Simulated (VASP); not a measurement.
# In (P6/mmm) in VASP: further runs

The runs below take In through single point, with LDA.

All numbers are computed with VASP 6.6.1; they aren't measurements. Logs are shortened: lines on timing, memory, paths and dates and some standing lists are left out, and cuts for length are marked.

## 1. The cell of the first run

The structure is hexagonal, space group P6/mmm (No. 191). Conventional cell: a = 5.196 Å, b = 5.196 Å, c = 3.204 Å, α = 90.00°, β = 90.00°, γ = 120.00°. Within 4.2 Å of In (site symmetry 6/mmm) lie 14 In at 3.20 to 3.40 Å. Within 3.9 Å of In (site symmetry -6m2) lie 11 In at 3.00 to 3.40 Å.

## 2. Single point, LDA

The input, INCAR:

```
PREC = Accurate
ENCUT = 520
EDIFF = 1E-7
ISMEAR = -1
SIGMA = 0.1
LREAL = F
LASPH = T
NELM = 80
ALGO = Normal
ISIF = 2
LWAVE = F
LCHARG = T
GGA = CA
LELF = T
LVHAR = T
NBANDS = 26
```

The input, KPOINTS:

```
regular mesh
0
Gamma
  7 7 10
```

The input, POSCAR:

```
In
1.0
    5.1955291851      0.0000000000      0.0000000000
   -2.5977645926      4.4994602603      0.0000000000
    0.0000000000      0.0000000000      3.2041384837
In
3
Direct
    0.0000000000      0.0000000000      0.0000000000
    0.3333333333      0.6666666667      0.5000000000
    0.6666666667      0.3333333333      0.5000000000
```

Potentials or basis: VASP PAW LDA potentials, release 64 (In_d).

Started as:

```bash
$ cat potpaw_LDA.64/In_d/POTCAR > POTCAR
$ mpirun -np 1 vasp_std > vasp.out
```

OUTCAR:

```text
PREC = Accurate
   ENCUT = 520
   EDIFF = 1E-7
   ISMEAR = -1
   LREAL = F
   LASPH = T
   NELM = 80
   ISIF = 2
   GGA = CA

 ion  position               nearest neighbor table
   1  0.000  0.000  0.000-   2 3.40   3 3.40   2 3.40   3 3.40   2 3.40   2 3.40   3 3.40   3 3.40
                             3 3.40   3 3.40   2 3.40   2 3.40
   2  0.333  0.667  0.500-   3 3.00   3 3.00   3 3.00   1 3.40   1 3.40   1 3.40   1 3.40   1 3.40
                             1 3.40
   3  0.667  0.333  0.500-   2 3.00   2 3.00   2 3.00   1 3.40   1 3.40   1 3.40   1 3.40   1 3.40
                             1 3.40

  LATTYP: Found a hexagonal cell.
 ALAT       =     5.1955291851
 C/A-ratio  =     0.6167107083

  Lattice vectors:

 A1 = (   5.1955291851,   0.0000000000,   0.0000000000)
 A2 = (  -2.5977645926,   4.4994602603,   0.0000000000)
 A3 = (   0.0000000000,   0.0000000000,   3.2041384837)

Analysis of symmetry for initial positions (statically):
=====================================================================
 Subroutine PRICEL returns:
 Original cell was already a primitive cell.

 Routine SETGRP: Setting up the symmetry group for a
 hexagonal supercell.

 Subroutine GETGRP returns: Found 24 space group operations
 (whereof 24 operations were pure point group operations)
 out of a pool of 24 trial point group operations.

The static configuration has the point symmetry D_6h.

Analysis of symmetry for dynamics (positions and initial velocities):
=====================================================================
 Subroutine PRICEL returns:
 Original cell was already a primitive cell.

 Routine SETGRP: Setting up the symmetry group for a
 hexagonal supercell.

 Subroutine GETGRP returns: Found 24 space group operations
 (whereof 24 operations were pure point group operations)
 out of a pool of 24 trial point group operations.

The dynamic configuration has the point symmetry D_6h.

 Subroutine INISYM returns: Found 24 space group operations
 (whereof 24 operations are pure point group operations),
 and found     1 'primitive' translations

----------------------------------------------------------------------------------------

                                     Primitive cell

  volume of cell :      74.9034

[... 80 lines left out ...]
 SYSTEM =  unknown system
   PREC   = accura    normal or accurate (medium, high low for compatibility)
   ISTART =      0    job   : 0-new  1-cont  2-samecut
   ICHARG =      2    charge: 1-file 2-atom 10-const
   ISPIN  =      1    spin polarized calculation?
   LNONCOLLINEAR =      F non collinear calculations
   LSORBIT =      F    spin-orbit coupling
   LASPH  =      T    aspherical Exc in radial PAW
   ENCUT  =  520.0 eV  38.22 Ry    6.18 a.u.   9.66  9.66  5.96*2*pi/ulx,y,z
   NELM   =     80;   NELMIN=  2; NELMDL= -5     # of ELM steps
   EDIFF  = 0.1E-06   stopping-criterion for ELM
   LREAL  =      F    real-space projection
   EDIFFG = 0.1E-05   stopping-criterion for IOM
   NSW    =      0    number of steps for IOM
   IBRION =     -1    ionic relax: 0-MD 1-quasi-New 2-CG
   NFREE  =      0    steps in history (QN), initial steepest desc. (CG)
   ISIF   =      2    stress and relaxation
   ISYM   =      2    0-nonsym 1-usesym 2-fastsym
   POTIM  = 0.5000    time-step for ionic-motion
   TEBEG  =    0.0;   TEEND  =   0.0 temperature during run
   PSTRESS=    0.0 pullay stress
   NELECT =      39.0000    total number of electrons
   NUPDOWN=      -1.0000    fix difference up-down
   EMIN   =  10.00;   EMAX   =-10.00  energy-range for DOS
   EFERMI =   0.00;   METHOD = LEGACY
   ISMEAR =    -1;   SIGMA  =   0.10  broadening in eV -4-tet -1-fermi 0-gaus
   EFERMI_NEDOS =   21; number of points for ismear=-14 and -15
   IALGO  =     38    algorithm
   IMIX   =      4    mixing-type and parameters
     AMIX     =   0.40;   BMIX     =  1.00
     AMIX_MAG =   1.60;   BMIX_MAG =  1.00
  volume/ion in A,a.u.               =      24.97       168.49
  Fermi-wavevector in a.u.,A,eV,Ry     =   1.317031  2.488827 23.600253  1.734570
  Thomas-Fermi vector in A             =   2.447101
   LORBIT       =      0    0 simple, 1 ext, 2 COOP (PROOUT), +10 PAW based schemes
   GGA     = CA    functional components
   LHFCALC =     F    Hartree Fock is set to
   AEXX    =    0.0000 exact exchange contribution
   IVDW    =     0    specifies the selected vdW correction
   LEPSILON=     F    determine dielectric tensor
   LRPA    =     F    only Hartree local field effects (RPA)
 non-spin polarized calculation
  energy-cutoff  :      520.00
  volume of cell :       74.90
 maximum number of plane-waves:      2036
 NGX is ok and might be reduce to    40
   NGX = 19   NGY = 19   NGZ = 11

 number of electron      39.0000014 magnetization

 Free energy of the ion-electron system (eV)
  ---------------------------------------------------
  ext. energy  EPLUGINS =         0.00000000
  ---------------------------------------------------
  free energy    TOTEN  =        -9.63600471 eV

  energy without entropy =       -9.60380091  energy(sigma->0) =       -9.61990281

 E-fermi :   7.7927     XC(G=0): -10.7454

 val. band max:        7.7895354072   @ k =   0.2857   0.1429   0.3000
 cond. band min:       7.8460697550   @ k =   0.4286   0.0000   0.5000
 fundamental gap:      0.0565343477
 Fermi energy:         7.7927107782

 k-point     1 :       0.0000    0.0000    0.0000
  band No.  band energies     occupation
      1      -7.1458      2.00000
      2      -6.8710      2.00000
      3      -6.8691      2.00000
      4      -6.8691      2.00000
      5      -6.8470      2.00000
      6      -6.7228      2.00000
[... 685 lines left out ...]
     25      15.1109      0.00000
     26      15.2904      0.00000

 [... further k-points ...]
[... 5 lines left out ...]
  --------------------------------------------------------------------------------------
  -------------------------------------------------------------------------------------
  Total        0.0121431      0.0121431      0.0076721     -0.0000000     -0.0000000      0.0000000
  in kB        0.2597400      0.2597400      0.1641045     -0.0000000     -0.0000000      0.0000000
  external PRESSURE =       0.2278615 kB  Pullay stress =       0.0000000 kB

 VOLUME and BASIS-vectors are now :
 -----------------------------------------------------------------------------
  energy-cutoff  :      520.00
  volume of cell :       74.90
      direct lattice vectors                 reciprocal lattice vectors
     5.195529185  0.000000000  0.000000000     0.192473175  0.111124440  0.000000000
    -2.597764593  4.499460260  0.000000000     0.000000000  0.222248879  0.000000000
     0.000000000  0.000000000  3.204138484     0.000000000  0.000000000  0.312096373

 POSITION                                       TOTAL-FORCE (eV/Angst)
 -----------------------------------------------------------------------------------
      0.00000      0.00000      0.00000         0.000000      0.000000     -0.000000
     -0.00000      2.99964      1.60207        -0.000000      0.000000     -0.000000
      2.59776      1.49982      1.60207         0.000000     -0.000000      0.000000
 -----------------------------------------------------------------------------------
    total drift:                               -0.000000      0.000000      0.000000

  FREE ENERGIE OF THE ION-ELECTRON SYSTEM (eV)
  ---------------------------------------------------
  free  energy   TOTEN  =        -9.6360047058 eV

  energy  without entropy=       -9.6038009085  energy(sigma->0) =       -9.61990281
```

Wall time 28 s (1 thread of Intel Xeon 6975P-C (Granite Rapids), shared host); peak memory 0.2 GiB.

What came out:

```
Free energy : -9.6360 eV
Pressure    : 0.0 GPa
```

Levels at points of the mesh, in eV from the Fermi level:
```tsv
k point	band 17	band 18	band 19	band 20	band 21	band 22
(0.00, 0.00, 0.00)	-2.77	-2.53	-1.12	-1.12	-1.00	-1.00
(0.00, 0.00, 0.50)	-5.35	1.07	1.12	1.15	1.15	1.34
```

Caveat: spin-orbit coupling is left out, which moves the levels of the heavy elements.

## 3. Single point, LDA (volume scaled by 0.88)

The input, INCAR:

```
PREC = Accurate ; ENCUT = 520
EDIFF = 1E-6 ; ISMEAR = -1
SIGMA = 0.1 ; LREAL = False
LASPH = True ; NELM = 60
ALGO = Normal ; ISIF = 2
LWAVE = False ; LCHARG = False
GGA = CA ; NBANDS = 26
```

The input, KPOINTS:

```
Automatic mesh
0
Gamma
  8 8 11
```

The input, POSCAR:

```
In
1.0
    4.9787923410      0.0000000000      0.0000000000
   -2.4893961705      4.3117606475      0.0000000000
    0.0000000000      0.0000000000      3.0704745512
In
3
Direct
    0.0000000000      0.0000000000      0.0000000000
    0.3333333333      0.6666666667      0.5000000000
    0.6666666667      0.3333333333      0.5000000000
```

Potentials or basis: VASP PAW LDA potentials, release 64 (In_d).

Started as:

```bash
$ cat potpaw_LDA.64/In_d/POTCAR > POTCAR
$ mpirun -np 1 vasp_std > vasp.out
```

It took 34 s on 1 thread of Intel Xeon 6975P-C (Granite Rapids), shared host; peak memory 0.21 GiB.

The run converged. Its results:

```
Free energy : -9.3570 eV
Pressure    : 8.7 GPa
```

Stress tensor (GPa, compression positive):
```
8.93 0.00 0.00
0.00 8.93 0.00
0.00 0.00 8.17
```

Levels at points of the mesh, in eV from the Fermi level:
| k point | band 17 | band 18 | band 19 | band 20 | band 21 | band 22 |
| --- | --- | --- | --- | --- | --- | --- |
| (0.00, 0.00, 0.00) | -2.59 | -2.33 | -1.38 | -1.38 | -1.30 | -1.30 |
| (0.50, 0.00, 0.00) | -8.66 | -4.03 | -3.99 | 4.32 | 4.41 | 5.31 |

Caveat: spin-orbit coupling is left out, which moves the levels of the heavy elements.

## 4. Single point, LDA (volume scaled by 0.92)

The input, INCAR:

```
ALGO = Normal
EDIFF = 1E-6
ENCUT = 520
GGA = CA
ISIF = 2
ISMEAR = -1
LASPH = T
LCHARG = F
LREAL = F
LWAVE = F
NBANDS = 26
NELM = 60
PREC = Accurate
SIGMA = 0.1
```

The input, KPOINTS:

```
k-points
0
Gamma
  8 8 11
```

The input, POSCAR:

```
In
1.0
    5.0531136317      0.0000000000      0.0000000000
   -2.5265568159      4.3761247732      0.0000000000
    0.0000000000      0.0000000000      3.1163092869
In
3
Direct
    0.0000000000      0.0000000000      0.0000000000
    0.3333333333      0.6666666667      0.5000000000
    0.6666666667      0.3333333333      0.5000000000
```

Started as:

```bash
$ cat potpaw_LDA.64/In_d/POTCAR > POTCAR
$ mpirun -np 1 vasp_std > vasp.out
```

Wall time 30 s (1 thread of Intel Xeon 6975P-C (Granite Rapids), shared host); peak memory 0.2 GiB.

The run converged. Its results:

```
Free energy : -9.4860 eV
Pressure    : 5.0 GPa
```

Stress tensor (GPa, compression positive):
```
5.22 0.00 0.00
0.00 5.22 0.00
0.00 0.00 4.71
```

Levels at points of the mesh, in eV from the Fermi level:
```csv
k point,band 16,band 17,band 18,band 19,band 20,band 21,band 22,band 23
"(0.00, 0.00, 0.00)",-10.59,-2.66,-2.40,-1.29,-1.29,-1.20,-1.20,4.95
"(0.50, 0.00, 0.00)",-8.38,-8.38,-3.99,-3.81,4.11,4.21,5.17,5.24
```

Caveat: spin-orbit coupling is left out, which moves the levels of the heavy elements.

## 5. Single point, LDA (volume scaled by 0.96)

The input, INCAR:

```
SYSTEM = In
  ALGO = Normal
  EDIFF = 1E-6
  ENCUT = 520
  ISIF = 2
  ISMEAR = -1
  LASPH = .TRUE.
  LCHARG = .FALSE.
  LREAL = .FALSE.
  LWAVE = .FALSE.
  NBANDS = 26
  NELM = 80
  PREC = Accurate
  SIGMA = 0.1
```

The input, KPOINTS:

```
k-points
0
G
  8 8 11
  0 0 0
```

The input, POSCAR:

```
In
1.0
    5.1253107235      0.0000000000      0.0000000000
   -2.5626553618      4.4386492888      0.0000000000
    0.0000000000      0.0000000000      3.1608340066
In
3
Direct
    0.0000000000      0.0000000000      0.0000000000
    0.3333333333      0.6666666667      0.5000000000
    0.6666666667      0.3333333333      0.5000000000
```

Started as:

```bash
$ cat potpaw_LDA.64/In_d/POTCAR > POTCAR
$ mpirun -np 1 vasp_std > vasp.out
```

Run time: 31 s. Hardware: 1 thread of Intel Xeon 6975P-C (Granite Rapids), shared host; peak memory 0.21 GiB.

It converged, with:

| Property | Result |
| --- | --- |
| Free energy | -9.5550 eV |
| Pressure | 2.2 GPa |

Stress tensor (GPa, compression positive):
```
2.35 0.00 0.00
0.00 2.35 0.00
0.00 0.00 2.01
```

Levels at points of the mesh, in eV from the Fermi level:
```csv
k point,band 17,band 18,band 19,band 20,band 21,band 22
"(0.00, 0.00, 0.00)",-2.73,-2.47,-1.21,-1.21,-1.11,-1.11
"(0.50, 0.00, 0.00)",-8.12,-3.99,-3.61,3.92,4.03,5.04
```

Caveat: spin-orbit coupling is left out, which moves the levels of the heavy elements.

(Continued in part 2 of 2.)
